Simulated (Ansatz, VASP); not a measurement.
**Two plane-wave programs on MgTlSe**

```
CELL_PARAMETERS angstrom
3.67005 0.00000 0.00000
0.00000 3.67005 0.00000
0.00000 0.00000 7.04568
ATOMIC_POSITIONS crystal
Mg 0.00000 0.00000 0.00000
Tl 0.00000 0.00000 0.50000
Se 0.50000 0.50000 0.00000
```

Alike in both runs: functional PBE; k mesh 12 × 12 × 8; occupations gaussian, width 0.1 eV; no spin polarisation.

Ansatz relaxed the structure, and its values are those at the end. VASP's run is a single point on that final structure, the one shown.

```csv
,VASP,Ansatz
version,VASP 6.6.1,Ansatz 0.2.0
potentials or method,"VASP PAW PBE potentials, release 64 (Mg, Tl_d, Se), cutoff 520 eV","scalar-relativistic, plane waves, PAW"
valence electrons in the cell,21,39
```

```csv
,VASP,Ansatz,Ansatz less VASP
gap on the k mesh at the Fermi level (eV),none,none,-
pressure (GPa),0.0,0.0,+0.05
```

A gap of «none» marks a metal or a gap that the smearing closes. VASP's potentials hold 21 valence electrons a cell and Ansatz's 39, so a difference there can come from the potentials and not from the codes.

Spin-orbit coupling is off throughout.
